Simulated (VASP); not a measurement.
Write the native input for VASP 6.6.1 that does the following.

```
Task                   : single point
Functional             : PBE
Potentials or basis    : VASP PAW PBE potentials, release 64 (Cs_sv, Pb_d, Cl)
Cutoff                 : 520 eV
k mesh                 : 6 × 6 × 6
Occupations            : gaussian, width 0.02 eV
Spin                   : no spin polarisation
Dipole correction      : no
Further INCAR settings : ALGO = Normal; EDIFF = 1e-06; NBANDS = 30
```

The structure of CsPbCl3 lies in POSCAR:

```
CsPbCl3
1.0
    5.7301234327      0.0000000000      0.0000000000
    0.0000000000      5.7301234327      0.0000000000
    0.0000000000      0.0000000000      5.7301234327
Cs Pb Cl
1 1 3
Direct
    0.0000000000      0.0000000000      0.0000000000
    0.5000000000      0.5000000000      0.5000000000
    0.5000000000      0.5000000000      0.0000000000
    0.0000000000      0.5000000000      0.5000000000
    0.5000000000      0.0000000000      0.5000000000
```

The input as run:

INCAR

```
PREC = Accurate
ENCUT = 520
EDIFF = 1E-6
ISMEAR = 0
SIGMA = 0.02
LREAL = False
LASPH = True
NELM = 100
ALGO = Normal
ISIF = 2
LWAVE = False
LCHARG = False
GGA = PE
NBANDS = 30
```

KPOINTS

```
regular mesh
0
Gamma
  6 6 6
```

Potentials or basis: VASP PAW PBE potentials, release 64 (Cs_sv, Pb_d, Cl).

The run is started by

```sh
$ cat potpaw_PBE.64/Cs_sv/POTCAR potpaw_PBE.64/Pb_d/POTCAR potpaw_PBE.64/Cl/POTCAR > POTCAR
$ mpirun -np 1 vasp_std > vasp.out
```

Results of the run:

```yaml
Pressure: 0.0 GPa
Band_gap_on_the_k_mesh: 2.21 eV, direct
```

Caveat: spin-orbit coupling is left out, which moves the levels of the heavy elements.

Wall time 2.1 min on 1 thread of Intel(R) Xeon(R) Platinum 8259CL CPU @ 2.50GHz (Skylake/Cascade Lake) (shared host), peak memory 0.38 GiB.
